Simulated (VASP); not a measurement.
# Se (Im-3m) in VASP: notebook

The runs below take Se through single point, with PBE.

Everything below comes from runs of VASP 6.6.1. Logs are shortened: lines on timing, memory, paths and dates and some standing lists are left out, and cuts for length are marked.

### 1 The cell of the first run

The structure is cubic, space group Im-3m (No. 229). Conventional cell: a = 3.439 Å, b = 3.439 Å, c = 3.439 Å, α = 90.00°, β = 90.00°, γ = 90.00°. Within 3.9 Å of Se (site symmetry m-3m) lie 14 Se at 2.98 to 3.44 Å.

### 2 Single point, PBE

Contents of INCAR:

```
SYSTEM = Se
ALGO = Normal
EDIFF = 1E-7
ENCUT = 520
GGA = PE
ISIF = 2
ISMEAR = -1
LASPH = .True.
LCHARG = .False.
LREAL = .False.
LWAVE = .False.
NBANDS = 9
NELM = 80
PREC = Accurate
SIGMA = 0.1
```

Contents of KPOINTS:

```
k-points
0
Gamma
  13 13 13
  0 0 0
```

Contents of POSCAR:

```
Se
1.0
   -1.7195263245      1.7195263245      1.7195263245
    1.7195263245     -1.7195263245      1.7195263245
    1.7195263245      1.7195263245     -1.7195263245
Se
1
Direct
    0.0000000000      0.0000000000      0.0000000000
```

Potentials or basis: VASP PAW PBE potentials, release 64 (Se).

Started as:

```console
> cat potpaw_PBE.64/Se/POTCAR > POTCAR
> mpirun -np 1 vasp_std > vasp.out
```

OUTCAR:

```text
SYSTEM = Se
   EDIFF = 1E-7
   ENCUT = 520
   GGA = PE
   ISIF = 2
   ISMEAR = -1
   LASPH = .True.
   LREAL = .False.
   NELM = 80
   PREC = Accurate

 ion  position               nearest neighbor table
   1  0.000  0.000  0.000-

  LATTYP: Found a body centered cubic cell.
 ALAT       =     3.4390526490

  Lattice vectors:

 A1 = (  -1.7195263245,   1.7195263245,   1.7195263245)
 A2 = (   1.7195263245,  -1.7195263245,   1.7195263245)
 A3 = (   1.7195263245,   1.7195263245,  -1.7195263245)

Analysis of symmetry for initial positions (statically):
=====================================================================
 Subroutine PRICEL returns:
 Original cell was already a primitive cell.

 Routine SETGRP: Setting up the symmetry group for a
 body centered cubic supercell.

 Subroutine GETGRP returns: Found 48 space group operations
 (whereof 48 operations were pure point group operations)
 out of a pool of 48 trial point group operations.

The static configuration has the point symmetry O_h .

Analysis of symmetry for dynamics (positions and initial velocities):
=====================================================================
 Subroutine PRICEL returns:
 Original cell was already a primitive cell.

 Routine SETGRP: Setting up the symmetry group for a
 body centered cubic supercell.

 Subroutine GETGRP returns: Found 48 space group operations
 (whereof 48 operations were pure point group operations)
 out of a pool of 48 trial point group operations.

The dynamic configuration has the point symmetry O_h .

 Subroutine INISYM returns: Found 48 space group operations
 (whereof 48 operations are pure point group operations),
 and found     1 'primitive' translations

----------------------------------------------------------------------------------------

                                     Primitive cell

  volume of cell :      20.3370

  direct lattice vectors                    reciprocal lattice vectors
    -1.719526325  1.719526325  1.719526325     0.000000000  0.290777752  0.290777752
     1.719526325 -1.719526325  1.719526325     0.290777752  0.000000000  0.290777752
     1.719526325  1.719526325 -1.719526325     0.290777752  0.290777752  0.000000000

  length of vectors
     2.978306959  2.978306959  2.978306959     0.411221841  0.411221841  0.411221841

  position of ions in fractional coordinates (direct lattice)
     0.000000000  0.000000000  0.000000000

  ion indices of the primitive-cell ions
   primitive index   ion index
                 1           1

----------------------------------------------------------------------------------------

 KPOINTS: k-points

Automatic generation of k-mesh.
 Grid dimensions read from file:
 generate k-points for:   13   13   13

 Generating k-lattice:

  Cartesian coordinates                     Fractional coordinates (reciprocal lattice)
     0.000000000  0.022367519  0.022367519     0.076923077  0.000000000  0.000000000
     0.022367519  0.000000000  0.022367519     0.000000000  0.076923077  0.000000000
     0.022367519  0.022367519  0.000000000     0.000000000  0.000000000  0.076923077

  Length of vectors
     0.031632449  0.031632449  0.031632449

  Shift w.r.t. Gamma in fractional coordinates (k-lattice)
     0.000000000  0.000000000  0.000000000

 Subroutine IBZKPT returns following result:
 ===========================================

 Found     84 irreducible k-points:

 Following reciprocal coordinates:
            Coordinates               Weight
  0.000000  0.000000  0.000000      1.000000
  0.076923  0.000000  0.000000     12.000000
  0.153846  0.000000  0.000000     12.000000
  0.230769  0.000000  0.000000     12.000000
  0.307692  0.000000  0.000000     12.000000
  0.384615  0.000000  0.000000     12.000000
[... 16 lines left out ...]
  0.153846  0.076923  0.076923     24.000000
  0.230769  0.076923  0.076923     24.000000
 [... further k-points ...]
   k-points           NKPTS =     84   k-points in BZ     NKDIM =     84   number of bands    NBANDS=      9
   number of dos      NEDOS =    301   number of ions     NIONS =      1
   total plane-waves  NPLWV =  13824
   dimension x,y,z NGX =    24 NGY =   24 NGZ =   24
   dimension x,y,z NGXF=    48 NGYF=   48 NGZF=   48
   ions per type =               1
   NGX,Y,Z   is equivalent  to a cutoff of  13.40, 13.40, 13.40 a.u.
   NGXF,Y,Z  is equivalent  to a cutoff of  26.79, 26.79, 26.79 a.u.
 SYSTEM =  Se
   PREC   = accura    normal or accurate (medium, high low for compatibility)
   ISTART =      0    job   : 0-new  1-cont  2-samecut
   ICHARG =      2    charge: 1-file 2-atom 10-const
   ISPIN  =      1    spin polarized calculation?
   LNONCOLLINEAR =      F non collinear calculations
   LSORBIT =      F    spin-orbit coupling
   LASPH  =      T    aspherical Exc in radial PAW
   ENCUT  =  520.0 eV  38.22 Ry    6.18 a.u.   5.54  5.54  5.54*2*pi/ulx,y,z
   NELM   =     80;   NELMIN=  2; NELMDL= -5     # of ELM steps
   EDIFF  = 0.1E-06   stopping-criterion for ELM
   LREAL  =      F    real-space projection
   EDIFFG = 0.1E-05   stopping-criterion for IOM
   NSW    =      0    number of steps for IOM
   IBRION =     -1    ionic relax: 0-MD 1-quasi-New 2-CG
   NFREE  =      0    steps in history (QN), initial steepest desc. (CG)
   ISIF   =      2    stress and relaxation
   ISYM   =      2    0-nonsym 1-usesym 2-fastsym
   POTIM  = 0.5000    time-step for ionic-motion
   TEBEG  =    0.0;   TEEND  =   0.0 temperature during run
   PSTRESS=    0.0 pullay stress
   NELECT =       6.0000    total number of electrons
   NUPDOWN=      -1.0000    fix difference up-down
   EMIN   =  10.00;   EMAX   =-10.00  energy-range for DOS
   EFERMI =   0.00;   METHOD = LEGACY
   ISMEAR =    -1;   SIGMA  =   0.10  broadening in eV -4-tet -1-fermi 0-gaus
   EFERMI_NEDOS =   21; number of points for ismear=-14 and -15
   IALGO  =     38    algorithm
   IMIX   =      4    mixing-type and parameters
     AMIX     =   0.40;   BMIX     =  1.00
     AMIX_MAG =   1.60;   BMIX_MAG =  1.00
  volume/ion in A,a.u.               =      20.34       137.24
  Fermi-wavevector in a.u.,A,eV,Ry     =   1.089841  2.059501 16.160362  1.187753
  Thomas-Fermi vector in A             =   2.226053
   LORBIT       =      0    0 simple, 1 ext, 2 COOP (PROOUT), +10 PAW based schemes
   GGA     = PE    functional components
   LHFCALC =     F    Hartree Fock is set to
   AEXX    =    0.0000 exact exchange contribution
   IVDW    =     0    specifies the selected vdW correction
   LEPSILON=     F    determine dielectric tensor
   LRPA    =     F    only Hartree local field effects (RPA)
 non-spin polarized calculation
  energy-cutoff  :      520.00
  volume of cell :       20.34
 maximum number of plane-waves:       567
 NGX is ok and might be reduce to    24
   NGX = 11   NGY = 11   NGZ = 11

 number of electron       5.9999999 magnetization

 Free energy of the ion-electron system (eV)
  ---------------------------------------------------
  ext. energy  EPLUGINS =         0.00000000
  ---------------------------------------------------
  free energy    TOTEN  =        -2.93449312 eV

  energy without entropy =       -2.91303178  energy(sigma->0) =       -2.92376245

 E-fermi :   5.5269     XC(G=0): -10.5922

 val. band max:        5.4921363430   @ k =  -0.3846   0.3846   0.0769
 cond. band min:       5.5557750456   @ k =   0.4615   0.0000   0.0000
 fundamental gap:      0.0636387026
 Fermi energy:         5.5269125534

 k-point     1 :       0.0000    0.0000    0.0000
  band No.  band energies     occupation
      1     -10.6130      2.00000
      2       8.4595      0.00000
      3       8.4595      0.00000
      4       8.4595      0.00000
      5      16.6283      0.00000
      6      17.8951      0.00000
      7      17.8951      0.00000
      8      17.8951      0.00000
      9      20.9151      0.00000

 k-point     2 :       0.0769    0.0000    0.0000
  band No.  band energies     occupation
      1     -10.4890      2.00000
      2       7.6891      0.00000
      3       8.2042      0.00000
      4       8.4140      0.00000
      5      16.9337      0.00000
      6      17.3837      0.00000
      7      17.8820      0.00000
      8      18.4211      0.00000
      9      19.9502      0.00000

 k-point     3 :       0.1538    0.0000    0.0000
  band No.  band energies     occupation
      1     -10.1223      2.00000
      2       5.9281      0.03555
      3       7.5903      0.00000
      4       8.2855      0.00000
      5      15.8893      0.00000
      6      16.3935      0.00000
      7      19.0054      0.00000
      8      19.8453      0.00000
      9      20.0865      0.00000

 k-point     4 :       0.2308    0.0000    0.0000
  band No.  band energies     occupation
      1      -9.5318      2.00000
      2       3.8606      2.00000
      3       6.8792      0.00000
      4       8.1000      0.00000
      5      14.5559      0.00000
      6      15.4350      0.00000
      7      19.8739      0.00000
      8      20.0963      0.00000
      9      21.9022      0.00000
[... 205 lines left out ...]
 k-point    22 :       0.0769    0.0769    0.0769
  band No.  band energies     occupation
      1      -9.8836      2.00000
      2       5.0759      1.97825
      3       7.5774      0.00000
      4       7.5774      0.00000
      5      16.2521      0.00000
      6      16.2521      0.00000
      7      17.8754      0.00000
      8      20.4177      0.00000
      9      20.4177      0.00000

 k-point    23 :       0.1538    0.0769    0.0769
  band No.  band energies     occupation
      1      -9.3057      2.00000
      2       3.4746      2.00000
      3       6.4756      0.00015
      4       7.2201      0.00000
      5      15.6826      0.00000
      6      15.8064      0.00000
      7      19.0339      0.00000
      8      20.8131      0.00000
      9      20.9162      0.00000

 k-point    24 :       0.2308    0.0769    0.0769
  band No.  band energies     occupation
      1      -8.5586      2.00000
      2       1.7976      2.00000
      3       5.4780      1.24002
      4       6.8626      0.00000
      5      14.9710      0.00000
      6      15.5026      0.00000
      7      20.6861      0.00000
      8      21.3178      0.00000
      9      22.0047      0.00000

 [... further k-points ...]

------------------------ aborting loop because EDIFF is reached ----------------------------------------

  FORCE on cell =-STRESS in cart. coord.  units (eV):
  Direction    XX          YY          ZZ          XY          YZ          ZX
  --------------------------------------------------------------------------------------
  -------------------------------------------------------------------------------------
  Total        0.0016057      0.0016057      0.0016057      0.0000000     -0.0000000     -0.0000000
  in kB        0.1265021      0.1265021      0.1265021      0.0000000     -0.0000000     -0.0000000
  external PRESSURE =       0.1265021 kB  Pullay stress =       0.0000000 kB

 VOLUME and BASIS-vectors are now :
 -----------------------------------------------------------------------------
  energy-cutoff  :      520.00
  volume of cell :       20.34
      direct lattice vectors                 reciprocal lattice vectors
    -1.719526325  1.719526325  1.719526325     0.000000000  0.290777752  0.290777752
     1.719526325 -1.719526325  1.719526325     0.290777752  0.000000000  0.290777752
     1.719526325  1.719526325 -1.719526325     0.290777752  0.290777752  0.000000000

 POSITION                                       TOTAL-FORCE (eV/Angst)
 -----------------------------------------------------------------------------------
      0.00000      0.00000      0.00000         0.000000      0.000000     -0.000000
 -----------------------------------------------------------------------------------
    total drift:                                0.000000      0.000000      0.000000

  FREE ENERGIE OF THE ION-ELECTRON SYSTEM (eV)
  ---------------------------------------------------
  free  energy   TOTEN  =        -2.9344931226 eV

  energy  without entropy=       -2.9130317829  energy(sigma->0) =       -2.92376245
```

It took 6.3 s on 1 thread of Intel Xeon Platinum 8488C (Sapphire Rapids), shared host; peak memory 0.14 GiB.

What came out:

| Item | Value |
| --- | --- |
| Free energy | -2.9345 eV |
| Pressure | 0.0 GPa |
| Band gap on the k mesh | zero (band 3 reaches 8.46 eV, above the bottom of band 4 at 2.25 eV) |

Levels at points of the mesh, in eV from the Fermi level:
```csv
k point,band 1,band 2,band 3,band 4,band 5,band 6
"(0.00, 0.00, 0.00)",-16.14,2.93,2.93,2.93,11.10,12.37
```

### 3 Single point, PBE (volume scaled by 0.88)

Contents of INCAR:

```
ALGO     = Normal         # electronic algorithm
EDIFF    = 1E-6           # SCF threshold, eV
ENCUT    = 520            # plane-wave cutoff, eV
GGA      = PE             # functional
ISIF     = 2              # what is computed and relaxed
ISMEAR   = -1             # smearing method
LASPH    = True           # aspherical terms in the spheres
LCHARG   = True           # write CHGCAR
LELF     = True           # ELF
LREAL    = False          # projectors in reciprocal space
LVHAR    = True         
LWAVE    = False          # write WAVECAR
NBANDS   = 9              # bands
NELM     = 80             # most SCF steps
PREC     = Accurate       # precision mode
SIGMA    = 0.1            # smearing width, eV
```

Contents of KPOINTS:

```
k-points
0
Gamma
  14 14 14
```

Contents of POSCAR:

```
Se
1.0
   -1.6477945152      1.6477945152      1.6477945152
    1.6477945152     -1.6477945152      1.6477945152
    1.6477945152      1.6477945152     -1.6477945152
Se
1
Direct
    0.0000000000      0.0000000000      0.0000000000
```

Potentials or basis: VASP PAW PBE potentials, release 64 (Se).

Started as:

```console
> cat potpaw_PBE.64/Se/POTCAR > POTCAR
> mpirun -np 1 vasp_std > vasp.out
```

OUTCAR:

```text
EDIFF = 1E-6
   ENCUT = 520
   GGA = PE
   ISIF = 2
   ISMEAR = -1
   LASPH = True
   LREAL = False
   NELM = 80
   PREC = Accurate

 ion  position               nearest neighbor table
   1  0.000  0.000  0.000-

  LATTYP: Found a body centered cubic cell.
 ALAT       =     3.2955890304

  Lattice vectors:

 A1 = (  -1.6477945152,   1.6477945152,   1.6477945152)
 A2 = (   1.6477945152,  -1.6477945152,   1.6477945152)
 A3 = (   1.6477945152,   1.6477945152,  -1.6477945152)

[... 457 lines left out ...]
      1      -5.1927      2.00000
      2       0.9968      2.00000
      3       2.2826      2.00000
      4       8.2900      0.00002
      5      16.7015      0.00000
      6      20.0615      0.00000
      7      21.3632      0.00000
      8      25.6405      0.00000
      9      28.0250      0.00000

 [... further k-points ...]
[... 5 lines left out ...]
  --------------------------------------------------------------------------------------
  -------------------------------------------------------------------------------------
  Total        1.4505499      1.4505499      1.4505499      0.0000000     -0.0000000     -0.0000000
  in kB      129.8596175    129.8596175    129.8596175      0.0000000     -0.0000000     -0.0000000
  external PRESSURE =     129.8596175 kB  Pullay stress =       0.0000000 kB

 VOLUME and BASIS-vectors are now :
 -----------------------------------------------------------------------------
  energy-cutoff  :      520.00
  volume of cell :       17.90
      direct lattice vectors                 reciprocal lattice vectors
    -1.647794515  1.647794515  1.647794515     0.000000000  0.303435893  0.303435893
     1.647794515 -1.647794515  1.647794515     0.303435893  0.000000000  0.303435893
     1.647794515  1.647794515 -1.647794515     0.303435893  0.303435893  0.000000000

 POSITION                                       TOTAL-FORCE (eV/Angst)
 -----------------------------------------------------------------------------------
      0.00000      0.00000      0.00000        -0.000000      0.000000      0.000000
 -----------------------------------------------------------------------------------
    total drift:                                0.000000     -0.000000      0.000000

  FREE ENERGIE OF THE ION-ELECTRON SYSTEM (eV)
  ---------------------------------------------------
  free  energy   TOTEN  =        -2.8406816608 eV

  energy  without entropy=       -2.8195452637  energy(sigma->0) =       -2.83011346
```

OSZICAR:

```text
N       E                     dE             d eps       ncg     rms          rms(c)
DAV:   1     0.891688077150E+01    0.89169E+01   -0.29786E+03  1880   0.579E+02
DAV:   2    -0.255593401432E+01   -0.11473E+02   -0.10955E+02  2557   0.761E+01
DAV:   3    -0.283798506717E+01   -0.28205E+00   -0.27870E+00  2302   0.103E+01
DAV:   4    -0.283839660747E+01   -0.41154E-03   -0.41152E-03  2543   0.422E-01
DAV:   5    -0.283839684069E+01   -0.23322E-06   -0.23225E-06  2200   0.929E-03    0.410E+00
DAV:   6    -0.283960679936E+01   -0.12100E-02   -0.92596E-04  2183   0.190E-01    0.245E+00
DAV:   7    -0.284066920883E+01   -0.10624E-02   -0.18956E-03  2035   0.275E-01    0.438E-02
DAV:   8    -0.284068099416E+01   -0.11785E-04   -0.44504E-05  2170   0.447E-02    0.716E-03
DAV:   9    -0.284068166082E+01   -0.66666E-06   -0.98356E-07  1935   0.717E-03
   1 F= -.28406817E+01 E0= -.28301135E+01  d E =-.211364E-01
```

Run time: 6.8 s. Hardware: 1 thread of Intel Xeon Platinum 8488C (Sapphire Rapids), shared host; peak memory 0.14 GiB.

What came out:

```yaml
Free_energy: -2.8407 eV
Pressure: 13.0 GPa
Band_gap_on_the_k_mesh: zero (band 3 reaches 10.83 eV, above the bottom of band 4 at 3.42 eV)
```

### 4 Single point, PBE (volume scaled by 0.92)

Contents of INCAR:

```
SYSTEM = Se
PREC = Accurate
ENCUT = 520
EDIFF = 1E-6
ISMEAR = -1
SIGMA = 0.1
LREAL = .FALSE.
LASPH = .TRUE.
NELM = 80
ALGO = Normal
ISIF = 2
LWAVE = .FALSE.
LCHARG = .FALSE.
GGA = PE
NBANDS = 9
```

Contents of KPOINTS:

```
regular mesh
0
G
  14 14 14
  0 0 0
```

Contents of POSCAR:

```
Se
1.0
   -1.6723920896      1.6723920896      1.6723920896
    1.6723920896     -1.6723920896      1.6723920896
    1.6723920896      1.6723920896     -1.6723920896
Se
1
Direct
    0.0000000000      0.0000000000      0.0000000000
```

Started as:

```console
> cat potpaw_PBE.64/Se/POTCAR > POTCAR
> mpirun -np 1 vasp_std > vasp.out
```

Run time: 6.9 s. Hardware: 1 thread of Intel Xeon Platinum 8488C (Sapphire Rapids), shared host; peak memory 0.14 GiB.

It converged, with:

```yaml
Free_energy: -2.8931 eV
Pressure: 7.8 GPa
Band_gap_on_the_k_mesh: zero (band 3 reaches 9.97 eV, above the bottom of band 4 at 3.01 eV)
```

Levels at points of the mesh, in eV from the Fermi level:
```tsv
k point	band 1	band 2	band 3	band 4	band 5	band 6	band 7	band 8
(0.00, 0.00, 0.00)	-16.84	3.46	3.46	3.46	12.35	12.64	12.64	12.64
(0.50, 0.00, 0.00)	-12.90	-7.28	0.13	2.44	7.05	8.29	17.92	18.69
(0.50, 0.50, 0.50)	-10.09	-3.50	-3.50	-3.50	3.75	3.75	23.55	23.55
```

### 5 The runs side by side

```tsv
cell	k mesh	gap on the mesh (eV)	pressure (GPa)
a = 2.978 Å, angles 109.5°, 1 atom	13 × 13 × 13	none	0.0
a = 2.854 Å, angles 109.5°, 1 atom	14 × 14 × 14	none	13.0
a = 2.897 Å, angles 109.5°, 1 atom	14 × 14 × 14	none	7.8
```

Alike in all rows: task single point; level PBE; potentials or basis VASP PAW PBE potentials, release 64 (Se); no spin polarisation; cutoff (eV) 520; smearing fermi-dirac 0.1 eV.

Total energies depend on the potentials used, so only differences within one code and one set of settings carry meaning.
